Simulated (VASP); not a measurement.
# MgO2 (R-3m) in VASP: notebook, part 2 of 2

VASP 6.6.1. Earlier steps stand in the parts before.

**3. Single point, r2SCAN (strain +0.000 along x and y, -0.080 along z)**

File POSCAR:

```
MgO2
1.0
    1.6047610160      0.9265092046      3.2144605649
   -1.6047610160      0.9265092046      3.2144605649
    0.0000000000     -1.8530184092      3.2144605649
Mg O
1 2
Direct
    0.0000000000      0.0000000000      0.0000000000
    0.4287860000      0.4287860000      0.4287860000
    0.5712140000      0.5712140000      0.5712140000
```

File INCAR.step1:

```
PREC     = Accurate       # precision mode
ENCUT    = 520            # plane-wave cutoff, eV
ISMEAR   = 0              # smearing method
SIGMA    = 0.05           # smearing width, eV
LREAL    = F              # projectors in reciprocal space
LASPH    = T              # aspherical terms in the spheres
NELM     = 80             # most SCF steps
NBANDS   = 14             # bands
GGA      = PE             # functional
ALGO     = Normal         # electronic algorithm
EDIFF    = 1E-4           # SCF threshold, eV
LWAVE    = T              # write WAVECAR
LCHARG   = F              # write CHGCAR
```

File INCAR.step2:

```
PREC     = Accurate       # precision mode
ENCUT    = 520            # plane-wave cutoff, eV
EDIFF    = 1E-6           # SCF threshold, eV
ISMEAR   = 0              # smearing method
SIGMA    = 0.05           # smearing width, eV
LREAL    = F              # projectors in reciprocal space
LASPH    = T              # aspherical terms in the spheres
NELM     = 80             # most SCF steps
ALGO     = Normal         # electronic algorithm
ISIF     = 2              # what is computed and relaxed
LWAVE    = F              # write WAVECAR
LCHARG   = F              # write CHGCAR
METAGGA  = R2SCAN         # meta-GGA
LMIXTAU  = T            
NBANDS   = 14             # bands
ISTART   = 1
```

File KPOINTS:

```
Automatic mesh
0
Gamma
  12 12 12
```

Potentials or basis: VASP PAW PBE potentials, release 64 (Mg, O).

Command:

```console
$ cat potpaw_PBE.64/Mg/POTCAR potpaw_PBE.64/O/POTCAR > POTCAR
$ cp INCAR.step1 INCAR
$ mpirun -np 1 vasp_std > vasp.out
$ cp INCAR.step2 INCAR
$ mpirun -np 1 vasp_std > vasp.out
```

OUTCAR:

```text
PREC = Accurate
   ENCUT = 520
   EDIFF = 1E-6
   ISMEAR = 0
   LREAL = F
   LASPH = T
   NELM = 80
   ISIF = 2
   METAGGA = R2SCAN
   ISTART = 1

 ion  position               nearest neighbor table
   1  0.000  0.000  0.000-   3 2.07   3 2.07   2 2.07   2 2.07   3 2.07   2 2.07
   2  0.429  0.429  0.429-   3 1.37   1 2.07   1 2.07   1 2.07
   3  0.571  0.571  0.571-   2 1.37   1 2.07   1 2.07   1 2.07

  LATTYP: Found a trigonal (rhomboedric) cell.
 ALAT       =     3.7103145349
 COS(alpha) =     0.6258641957

  Lattice vectors:

 A1 = (   1.6047610160,   0.9265092046,   3.2144605649)
 A2 = (  -1.6047610160,   0.9265092046,   3.2144605649)
 A3 = (   0.0000000000,  -1.8530184092,   3.2144605649)

Analysis of symmetry for initial positions (statically):
=====================================================================
 Subroutine PRICEL returns:
 Original cell was already a primitive cell.

 Routine SETGRP: Setting up the symmetry group for a
 trigonal (rhombohedral) supercell.

 Subroutine GETGRP returns: Found 12 space group operations
 (whereof 12 operations were pure point group operations)
 out of a pool of 12 trial point group operations.

The static configuration has the point symmetry D_3d.

Analysis of symmetry for dynamics (positions and initial velocities):
=====================================================================
 Subroutine PRICEL returns:
 Original cell was already a primitive cell.

 Routine SETGRP: Setting up the symmetry group for a
 trigonal (rhombohedral) supercell.

 Subroutine GETGRP returns: Found 12 space group operations
 (whereof 12 operations were pure point group operations)
 out of a pool of 12 trial point group operations.

The dynamic configuration has the point symmetry D_3d.

 Subroutine INISYM returns: Found 12 space group operations
[... 124 lines left out ...]
   METAGGA = R2SCAN    functional components
   LHFCALC =     F    Hartree Fock is set to
   AEXX    =    0.0000 exact exchange contribution
   IVDW    =     0    specifies the selected vdW correction
   LEPSILON=     F    determine dielectric tensor
   LRPA    =     F    only Hartree local field effects (RPA)
 non-spin polarized calculation
 Gauss-broadening in eV      SIGMA  =   0.05
  energy-cutoff  :      520.00
  volume of cell :       28.68
 maximum number of plane-waves:       792
   NGX = 13   NGY = 13   NGZ = 13

 number of electron      14.0000002 magnetization

 Free energy of the ion-electron system (eV)
  ---------------------------------------------------
  ext. energy  EPLUGINS =         0.00000000
  ---------------------------------------------------
  free energy    TOTEN  =       -21.24047846 eV

  energy without entropy =      -21.24047846  energy(sigma->0) =      -21.24047846

 E-fermi :   3.7958     XC(G=0): -11.1267

 val. band max:        3.5398210440   @ k =   0.5000   0.5000   0.5000
 cond. band min:       7.3859360982   @ k =   0.3333   0.3333   0.3333
 fundamental gap:      3.8461150542
 Fermi energy:         3.7958124325

 k-point     1 :       0.0000    0.0000    0.0000
  band No.  band energies     occupation
      1     -20.8413      2.00000
      2     -11.5370      2.00000
      3      -5.1765      2.00000
      4      -1.1951      2.00000
      5      -1.1951      2.00000
      6       2.4329      2.00000
      7       2.4329      2.00000
      8       8.1297      0.00000
      9      10.5317      0.00000
     10      18.2321      0.00000
     11      18.3802      0.00000
     12      18.3802      0.00000
     13      20.2252      0.00000
     14      21.2040      0.00000
[... 377 lines left out ...]
      1     -20.3500      2.00000
      2     -12.1455      2.00000
      3      -4.2451      2.00000
      4      -3.3511      2.00000
      5      -1.8555      2.00000
      6       1.8581      2.00000
      7       2.5197      2.00000
      8       9.9955      0.00000
      9      12.9895      0.00000
     10      14.0576      0.00000
     11      17.6852      0.00000
     12      19.8670      0.00000
     13      20.5337      0.00000
     14      21.0966      0.00000

 [... further k-points ...]

------------------------ aborting loop because EDIFF is reached ----------------------------------------

  FORCE on cell =-STRESS in cart. coord.  units (eV):
  Direction    XX          YY          ZZ          XY          YZ          ZX
  --------------------------------------------------------------------------------------
  -------------------------------------------------------------------------------------
  Total       -0.6687699     -0.6687699      8.8330695      0.0000000      0.0000000      0.0000000
  in kB      -37.3652473    -37.3652473    493.5177453      0.0000000      0.0000000      0.0000000
  external PRESSURE =     139.5957502 kB  Pullay stress =       0.0000000 kB

 VOLUME and BASIS-vectors are now :
 -----------------------------------------------------------------------------
  energy-cutoff  :      520.00
  volume of cell :       28.68
      direct lattice vectors                 reciprocal lattice vectors
     1.604761016  0.926509205  3.214460565     0.311572873  0.179886682  0.103698063
    -1.604761016  0.926509205  3.214460565    -0.311572873  0.179886682  0.103698063
     0.000000000 -1.853018409  3.214460565     0.000000000 -0.359773364  0.103698063

 POSITION                                       TOTAL-FORCE (eV/Angst)
 -----------------------------------------------------------------------------------
      0.00000      0.00000      0.00000         0.000000      0.000000     -0.000000
      0.00000      0.00000      4.13495        -0.000000     -0.000000     -3.544781
      0.00000      0.00000      5.50843        -0.000000      0.000000      3.544781
 -----------------------------------------------------------------------------------
    total drift:                               -0.000000      0.000000      0.000000

  FREE ENERGIE OF THE ION-ELECTRON SYSTEM (eV)
  ---------------------------------------------------
  free  energy   TOTEN  =       -21.2404784565 eV

  energy  without entropy=      -21.2404784565  energy(sigma->0) =      -21.24047846
```

OUTCAR.step1:

```text
PREC = Accurate
   ENCUT = 520
   ISMEAR = 0
   LREAL = F
[... 634 lines left out ...]
      0.00000      0.00000      0.00000        -0.000000      0.000000      0.000000
      0.00000      0.00000      4.13495         0.000000      0.000000     -3.499305
      0.00000      0.00000      5.50843         0.000000     -0.000000      3.499305
 -----------------------------------------------------------------------------------
    total drift:                               -0.000000      0.000000      0.000000

  FREE ENERGIE OF THE ION-ELECTRON SYSTEM (eV)
  ---------------------------------------------------
  free  energy   TOTEN  =       -15.9944081259 eV

  energy  without entropy=      -15.9944081259  energy(sigma->0) =      -15.99440813
```

It took 6.8 min on 1 thread of Intel Xeon 8259CL, shared host; peak memory 0.22 GiB.

Results:

```yaml
Free_energy: -21.2405 eV
Pressure: 14.0 GPa
Largest_force: 3.545 eV/Å
Band_gap_on_the_k_mesh: 3.85 eV (least direct gap 4.10 eV)
```

Forces on the atoms (eV/Å):
```
Mg   0.000  0.000  0.000
O    0.000  0.000 -3.545
O    0.000  0.000  3.545
```

Stress tensor (GPa, compression positive):
```
-3.74  0.00  0.00
 0.00 -3.74  0.00
 0.00  0.00 49.35
```

Levels at points of the mesh, in eV from the valence-band top:
```csv
k point,band 4,band 5,band 6,band 7,band 8,band 9,band 10,band 11
"(0.00, 0.00, 0.00)",-4.73,-4.73,-1.11,-1.11,4.59,6.99,14.69,14.84
"(0.50, 0.00, 0.00)",-7.39,-5.04,-1.58,-0.94,6.49,8.76,10.55,13.87
"(0.50, 0.50, 0.00)",-6.64,-5.87,-2.19,-0.05,5.99,7.52,11.16,14.36
"(0.50, 0.50, 0.50)",-5.39,-5.39,0.00,0.00,4.53,4.88,11.40,14.21
```

Caveat: the cell differs from its parent crystal (strain +0.000 along x and y, -0.080 along z); the cell stands under pressure; the PAW data sets were made with another functional, which shifts forces and pressure a little. A k mesh can miss the band edges.

**4. Single point, r2SCAN (strain -0.040 along x and y, +0.000 along z)**

File POSCAR:

```
MgO2
1.0
    1.5405705754      0.8894488364      3.4939788749
   -1.5405705754      0.8894488364      3.4939788749
    0.0000000000     -1.7788976728      3.4939788749
Mg O
1 2
Direct
    0.0000000000      0.0000000000      0.0000000000
    0.4287860000      0.4287860000      0.4287860000
    0.5712140000      0.5712140000      0.5712140000
```

File INCAR.step1:

```
SYSTEM = MgO2
PREC = Accurate ; ENCUT = 520
ISMEAR = 0 ; SIGMA = 0.05
LREAL = .False. ; LASPH = .True.
NELM = 80 ; NBANDS = 14
GGA = PE ; ALGO = Normal
EDIFF = 1E-4 ; LWAVE = .True.
LCHARG = .False.
```

File INCAR.step2:

```
SYSTEM = MgO2
PREC = Accurate ; ENCUT = 520
EDIFF = 1E-7 ; ISMEAR = 0
SIGMA = 0.05 ; LREAL = .False.
LASPH = .True. ; NELM = 80
ALGO = Normal ; ISIF = 2
LWAVE = .False. ; LCHARG = .False.
METAGGA = R2SCAN ; LMIXTAU = .True.
NBANDS = 14 ; ISTART = 1
```

File KPOINTS:

```
regular mesh
0
Gamma
  12 12 12
  0 0 0
```

Potentials or basis: VASP PAW PBE potentials, release 64 (Mg, O).

Command:

```console
$ cat potpaw_PBE.64/Mg/POTCAR potpaw_PBE.64/O/POTCAR > POTCAR
$ cp INCAR.step1 INCAR
$ mpirun -np 1 vasp_std > vasp.out
$ cp INCAR.step2 INCAR
$ mpirun -np 1 vasp_std > vasp.out
```

OUTCAR:

```text
SYSTEM = MgO2
   PREC = Accurate
   ENCUT = 520
   EDIFF = 1E-7
   ISMEAR = 0
   LREAL = .False.
   LASPH = .True.
   NELM = 80
   ISIF = 2
   METAGGA = R2SCAN
   ISTART = 1

 ion  position               nearest neighbor table
   1  0.000  0.000  0.000-   3 2.04   2 2.04   3 2.04   3 2.04   2 2.04   2 2.04
   2  0.429  0.429  0.429-   3 1.49   1 2.04   1 2.04   1 2.04
   3  0.571  0.571  0.571-   2 1.49   1 2.04   1 2.04   1 2.04

  LATTYP: Found a trigonal (rhomboedric) cell.
 ALAT       =     3.9207608074
 COS(alpha) =     0.6912176298

  Lattice vectors:

 A1 = (   1.5405705754,   0.8894488364,   3.4939788749)
 A2 = (  -1.5405705754,   0.8894488364,   3.4939788749)
 A3 = (   0.0000000000,  -1.7788976728,   3.4939788749)

Analysis of symmetry for initial positions (statically):
=====================================================================
 Subroutine PRICEL returns:
 Original cell was already a primitive cell.

 Routine SETGRP: Setting up the symmetry group for a
 trigonal (rhombohedral) supercell.

 Subroutine GETGRP returns: Found 12 space group operations
 (whereof 12 operations were pure point group operations)
[... 184 lines left out ...]
      9       8.8305      0.00000
     10      16.3698      0.00000
     11      18.3464      0.00000
     12      19.4528      0.00000
     13      19.4528      0.00000
     14      21.8521      0.00000
[... 377 lines left out ...]
      1     -19.0893      2.00000
      2     -13.2150      2.00000
      3      -4.0973      2.00000
      4      -3.2216      2.00000
      5      -1.4890      2.00000
      6       1.1695      2.00000
      7       1.3561      2.00000
      8       7.4912      0.00000
      9      13.7068      0.00000
     10      15.0827      0.00000
     11      17.2790      0.00000
     12      18.6013      0.00000
     13      19.1064      0.00000
     14      22.5348      0.00000

 [... further k-points ...]

------------------------ aborting loop because EDIFF is reached ----------------------------------------

  FORCE on cell =-STRESS in cart. coord.  units (eV):
  Direction    XX          YY          ZZ          XY          YZ          ZX
  --------------------------------------------------------------------------------------
  -------------------------------------------------------------------------------------
  Total        1.3389419      1.3389419     -0.6659866      0.0000000     -0.0000000      0.0000000
  in kB       74.6789501     74.6789501    -37.1451401      0.0000000     -0.0000000      0.0000000
  external PRESSURE =      37.4042534 kB  Pullay stress =       0.0000000 kB

 VOLUME and BASIS-vectors are now :
 -----------------------------------------------------------------------------
  energy-cutoff  :      520.00
  volume of cell :       28.73
      direct lattice vectors                 reciprocal lattice vectors
     1.540570575  0.889448836  3.493978875     0.324555076  0.187381960  0.095402218
    -1.540570575  0.889448836  3.493978875    -0.324555076  0.187381960  0.095402218
     0.000000000 -1.778897673  3.493978875     0.000000000 -0.374763921  0.095402218

 POSITION                                       TOTAL-FORCE (eV/Angst)
 -----------------------------------------------------------------------------------
      0.00000      0.00000      0.00000         0.000000      0.000000      0.000000
      0.00000      0.00000      4.49451        -0.000000     -0.000000      0.529696
      0.00000      0.00000      5.98743        -0.000000     -0.000000     -0.529696
 -----------------------------------------------------------------------------------
    total drift:                                0.000000     -0.000000      0.000000

  FREE ENERGIE OF THE ION-ELECTRON SYSTEM (eV)
  ---------------------------------------------------
  free  energy   TOTEN  =       -21.5415513566 eV

  energy  without entropy=      -21.5415513566  energy(sigma->0) =      -21.54155136
```

OUTCAR.step1:

```text
SYSTEM = MgO2
   PREC = Accurate
   ENCUT = 520
   ISMEAR = 0
   LREAL = .False.
   LASPH = .True.
   NELM = 80
[... 633 lines left out ...]
      0.00000      0.00000      0.00000        -0.000000      0.000000     -0.000000
      0.00000      0.00000      4.49451         0.000000     -0.000000      0.493726
      0.00000      0.00000      5.98743         0.000000      0.000000     -0.493726
 -----------------------------------------------------------------------------------
    total drift:                                0.000000     -0.000000      0.000000

  FREE ENERGIE OF THE ION-ELECTRON SYSTEM (eV)
  ---------------------------------------------------
  free  energy   TOTEN  =       -16.2854514415 eV

  energy  without entropy=      -16.2854514415  energy(sigma->0) =      -16.28545144
```

OSZICAR.step1:

```text
N       E                     dE             d eps       ncg     rms          rms(c)
DAV:   1     0.440640605847E+02    0.44064E+02   -0.77600E+03  5932   0.922E+02
DAV:   2    -0.156503706412E+02   -0.59714E+02   -0.55823E+02  6854   0.196E+02
DAV:   3    -0.176598984724E+02   -0.20095E+01   -0.20046E+01  6288   0.339E+01
DAV:   4    -0.176674294403E+02   -0.75310E-02   -0.75307E-02  6300   0.237E+00
DAV:   5    -0.176674668080E+02   -0.37368E-04   -0.37368E-04  6342   0.155E-01    0.855E+00
DAV:   6    -0.163960125884E+02    0.12715E+01   -0.19440E+00  5520   0.120E+01    0.366E+00
DAV:   7    -0.162859637380E+02    0.11005E+00   -0.22940E-01  5868   0.414E+00    0.169E+00
DAV:   8    -0.162843957924E+02    0.15679E-02   -0.52394E-02  5430   0.218E+00    0.243E-01
DAV:   9    -0.162853578106E+02   -0.96202E-03   -0.10195E-02  5874   0.746E-01    0.929E-02
DAV:  10    -0.162854514415E+02   -0.93631E-04   -0.36473E-04  5976   0.188E-01
   1 F= -.16285451E+02 E0= -.16285451E+02  d E =-.130389E-22
```

Run time: 9.1 min. Hardware: 1 thread of Intel Xeon 8259CL, shared host; peak memory 0.22 GiB.

Results:

```
Free energy            : -21.5416 eV
Pressure               : 3.7 GPa
Largest force          : 0.530 eV/Å
Band gap on the k mesh : 2.78 eV
```

Forces in eV/Å, atoms in the order of the input:
```
Mg   0.000  0.000  0.000
O    0.000  0.000  0.530
O    0.000  0.000 -0.530
```

Caveat: the cell differs from its parent crystal (strain -0.040 along x and y, +0.000 along z); the cell stands under pressure; the PAW data sets were made with another functional, which shifts forces and pressure a little.

**5. Single point, r2SCAN (strain +0.000 along x and y, -0.040 along z)**

File POSCAR:

```
MgO2
1.0
    1.6047610160      0.9265092046      3.3542197199
   -1.6047610160      0.9265092046      3.3542197199
    0.0000000000     -1.8530184092      3.3542197199
Mg O
1 2
Direct
    0.0000000000      0.0000000000      0.0000000000
    0.4287860000      0.4287860000      0.4287860000
    0.5712140000      0.5712140000      0.5712140000
```

File INCAR.step1:

```
ALGO = Normal
EDIFF = 1E-4
ENCUT = 520
GGA = PE
ISMEAR = 0
LASPH = T
LCHARG = F
LREAL = F
LWAVE = T
NBANDS = 14
NELM = 100
PREC = Accurate
SIGMA = 0.05
```

File INCAR.step2:

```
ALGO = Normal
EDIFF = 1E-6
ENCUT = 520
ISIF = 2
ISMEAR = 0
ISTART = 1
LASPH = T
LCHARG = T
LELF = T
LMIXTAU = T
LREAL = F
LVHAR = T
LWAVE = F
METAGGA = R2SCAN
NBANDS = 14
NELM = 100
PREC = Accurate
SIGMA = 0.05
```

File KPOINTS:

```
k-points
0
Gamma
  12 12 12
```

Command:

```console
$ cat potpaw_PBE.64/Mg/POTCAR potpaw_PBE.64/O/POTCAR > POTCAR
$ cp INCAR.step1 INCAR
$ mpirun -np 1 vasp_std > vasp.out
$ cp INCAR.step2 INCAR
$ mpirun -np 1 vasp_std > vasp.out
```

It took 8.6 min on 1 thread of Intel Xeon 8259CL, shared host; peak memory 0.22 GiB.

It converged, with:

| Quantity | Value |
| --- | --- |
| Free energy | -21.5017 eV |
| Pressure | 2.6 GPa |
| Largest force | 1.448 eV/Å |
| Band gap on the k mesh | 3.79 eV (least direct gap 3.83 eV) |

Forces in eV/Å, atoms in the order of the input:
```
Mg   0.000  0.000  0.000
O    0.000  0.000 -1.448
O    0.000  0.000  1.448
```

Stress tensor (GPa, compression positive):
```
-5.19  0.00  0.00
 0.00 -5.19  0.00
 0.00  0.00 18.33
```

Levels at points of the mesh, in eV from the valence-band top:
```
           k point  band 3  band 4  band 5  band 6  band 7  band 8  band 9  band 10  band 11  band 12
(0.00, 0.00, 0.00)   -8.09   -4.02   -4.02   -0.95   -0.95    4.98    6.28    13.81    15.37    15.37
(0.50, 0.00, 0.00)   -7.06   -6.70   -4.34   -1.41   -1.03    5.65    9.13    10.91    13.71    15.66
(0.50, 0.50, 0.00)   -6.36   -5.99   -5.10   -2.15   -0.10    5.03    8.12    11.55    13.93    14.42
(0.50, 0.50, 0.50)   -5.14   -4.61   -4.61    0.00    0.00    3.83    5.16    10.90    14.75    14.75
```

Caveat: the cell differs from its parent crystal (strain +0.000 along x and y, -0.040 along z); the PAW data sets were made with another functional, which shifts forces and pressure a little.

**6. The runs side by side**

```tsv
cell	gap on the mesh (eV)	pressure (GPa)	largest force (eV/Å)
a = 4.141 Å, angles 41.8°, 3 atoms	0.96	0.8	2.28
a = 3.710 Å, angles 51.3°, 3 atoms	3.85	14.0	3.54
a = 3.921 Å, angles 46.3°, 3 atoms	2.78	3.7	0.53
a = 3.832 Å, angles 49.5°, 3 atoms	3.79	2.6	1.45
```

Alike in all rows: task single point; level r2SCAN; potentials or basis VASP PAW PBE potentials, release 64 (Mg, O); no spin polarisation; k mesh 12 × 12 × 12; cutoff (eV) 520; smearing gaussian 0.05 eV.

Caveats: the PAW data sets were made with another functional, which shifts forces and pressure a little; the cell stands under pressure (at least some runs).

Absolute energies hang on the potentials; compare differences alone.
